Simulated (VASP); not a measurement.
Runs of VASP 6.6.1 on Ni. The structure is that of space group Fm-3m (No. 225), or close to it. The cells are those of the table. 

```tsv
task	cell	gap on the mesh (eV)	pressure (GPa)	moment (μB)
single point	a = 2.492 Å, angles 60.0°, 1 atom	none	-7.3	0.75
single point	a = 2.488 Å, angles 60.0°, 1 atom	none	-6.5	0.75
electric field gradients	a = 2.492 Å, angles 60.0°, 1 atom	none	(a)	0.75
electric field gradients	a = 2.460 Å, angles 60.0°, 1 atom	none	0.2	0.73
single point	a = 2.476 Å, angles 60.0°, 1 atom	none	(b)	0.74
```

Alike in all rows: level r2SCAN; potentials or basis VASP PAW PBE potentials, release 64 (Ni); spin collinear, ferromagnetic start; k mesh 22 × 22 × 22; cutoff (eV) 520; smearing gaussian 0.05 eV.

**Question.** Fill in the values left out.

**Answer.** (a) -7.4; (b) -3.8.

Caveats: the PAW data sets were made with another functional, which shifts forces and pressure a little; the cell stands under tension (at least some runs).

A gap of «none» marks levels without a gap at the run's occupations.
